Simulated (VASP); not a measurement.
# ZnS: single point with PBE

Crystal: ZnS.

```
Zn S
1.0
     0.00000    2.76239    2.63992
     2.76239    0.00000    2.63992
     2.76239    2.76239    0.00000
Zn S
1 1
Direct
  0.00000 0.00000 0.00000
  0.75000 0.75000 0.75000
```

This cell differs from its parent crystal: strain +0.015 along x and y, -0.030 along z.

| Quantity | Value |
| --- | --- |
| Program | VASP 6.6.1 |
| Task | single point |
| Functional | PBE |
| Potentials or basis | VASP PAW PBE potentials, release 64 (Zn, S) |
| Cutoff | 520 eV |
| k mesh | 8 × 8 × 8 |
| Occupations | gaussian, width 0.05 eV |
| Spin | no spin polarisation |

| Property | Result |
| --- | --- |
| Pressure | 0.2 GPa |
| Band gap on the k mesh | 1.92 eV |

Stress tensor (GPa, compression positive):
```
-0.39  0.00  0.00
 0.00 -0.39  0.00
 0.00  0.00  1.31
```

Levels at points of the mesh, in eV from the valence-band top:
```
           k point  band 7  band 8  band 9  band 10  band 11  band 12
(0.00, 0.00, 0.00)   -0.14   -0.14    0.00     1.92     6.33     6.33
(0.50, 0.00, 0.00)   -5.24   -1.04   -0.81     3.15     6.66     7.07
(0.50, 0.50, 0.00)   -4.39   -2.39   -2.39     3.23     3.69    11.06
(0.50, 0.00, 0.50)   -4.65   -2.20   -2.11     3.44     4.13    10.56
```

Wall time 39 s on 1 thread of Intel Xeon 8259CL (shared host), peak memory 0.18 GiB.

Caveat: the cell differs from its parent crystal (strain +0.015 along x and y, -0.030 along z).
